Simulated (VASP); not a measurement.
A run of VASP 6.6.1 is set up as follows.

The input INCAR:

```
SYSTEM = SiC
  PREC = Accurate
  ENCUT = 520
  EDIFF = 1E-6
  ISMEAR = 0
  SIGMA = 0.05
  LREAL = .False.
  LASPH = .True.
  NELM = 100
  ALGO = Normal
  ISIF = 2
  LWAVE = .False.
  LCHARG = .False.
  GGA = PS
  NBANDS = 11
```

File KPOINTS:

```
regular mesh
0
Gamma
  12 12 12
  0 0 0
```

The input POSCAR:

```
SiC
1.0
    0.0000000000      2.1929647276      2.1929647276
    2.1929647276      0.0000000000      2.1929647276
    2.1640175932      2.1640175932      0.0289471344
Si C
1 1
Direct
    0.0000000000      0.0000000000      0.0000000000
    0.7500000000      0.7500000000      0.7500000000
```

Potentials or basis: VASP PAW PBE potentials, release 64 (Si, C).

Command:

```sh
$ cat potpaw_PBE.64/Si/POTCAR potpaw_PBE.64/C/POTCAR > POTCAR
$ mpirun -np 1 vasp_std > vasp.out
```

Problem. What does it give for the band gap on the k mesh?

Solution. 1.15 eV, indirect (least direct gap 4.33 eV).

Problem. Estimate the largest force.

Solution. 0.220 eV/Å.

Problem. What does it give for the pressure?

Solution. 0.5 GPa.

Forces on the atoms (eV/Å):
```
Si  -0.127 -0.127  0.127
C    0.127  0.127 -0.127
```

Caveat: the PAW data sets were made with another functional, which shifts forces and pressure a little. A hybrid or GW would open this gap; PBEsol tends to underestimate it.
